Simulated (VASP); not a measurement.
**HOs12 (a cell with a defect): single point with LDA**

HOs12 (a cell with a defect):

```
CELL_PARAMETERS angstrom
5.48000 0.00000 0.00000
-4.11000 7.11873 0.00000
0.00000 0.00000 4.32646
ATOMIC_POSITIONS crystal
Os 0.00518 0.99807 0.99477
Os 0.17492 0.22461 0.50382
Os 0.00337 0.33741 0.99299
Os 0.16739 0.55759 0.49800
Os 0.99896 0.66619 0.00231
Os 0.16472 0.88572 0.49881
Os 0.49226 0.99690 0.99489
Os 0.66201 0.22338 0.50390
Os 0.50246 0.33576 0.99990
Os 0.66816 0.55530 0.49652
Os 0.49970 0.66390 0.00067
Os 0.66377 0.88411 0.50575
H 0.83381 0.11069 0.24904
```

* Program: VASP 6.6.1
* Task: single point
* Functional: LDA
* Potentials or basis: VASP PAW LDA potentials, release 64 (Os, H)
* Cutoff: 520 eV
* k mesh: 3 × 2 × 3
* Occupations: fermi-dirac, width 0.1 eV
* Spin: no spin polarisation

```yaml
Pressure: -3.8 GPa
Largest_force: 0.068 eV/Å
Band_gap_on_the_k_mesh: zero (an odd number of electrons rules out a gap without spin polarisation)
```

Forces in eV/Å, atoms in the order of the input:
```
Os   0.031 -0.016 -0.040
Os   0.021  0.006  0.028
Os  -0.002  0.037 -0.056
Os   0.026  0.009  0.000
Os   0.017 -0.006 -0.004
Os  -0.004 -0.003  0.011
Os  -0.024 -0.006 -0.027
Os  -0.031  0.019  0.041
Os   0.005  0.004 -0.011
Os  -0.016  0.006 -0.001
Os  -0.023 -0.010  0.002
Os   0.002 -0.040  0.055
H   -0.003  0.001  0.002
```

Stress tensor (GPa, compression positive):
```
-2.63 -0.08 -0.03
-0.08 -2.42 -0.01
-0.03 -0.01 -6.24
```

Levels at points of the mesh, in eV from the Fermi level:
```
           k point  band 46  band 47  band 48  band 49  band 50  band 51
(0.00, 0.00, 0.00)     0.13     0.23     0.46     0.48     0.64     0.70
(0.00, 0.50, 0.00)    -1.58    -1.54    -1.39     0.62     0.71     1.78
```

Run time: 2.5 min on 1 thread of Intel(R) Xeon(R) Platinum 8488C (Sapphire Rapids), with other jobs on the host, peak memory 0.26 GiB.

Caveat: the k points lie up to 0.48 Å⁻¹ apart, too coarse for converged energies and pressures of a metal; spin-orbit coupling is left out, which moves the levels of the heavy elements.
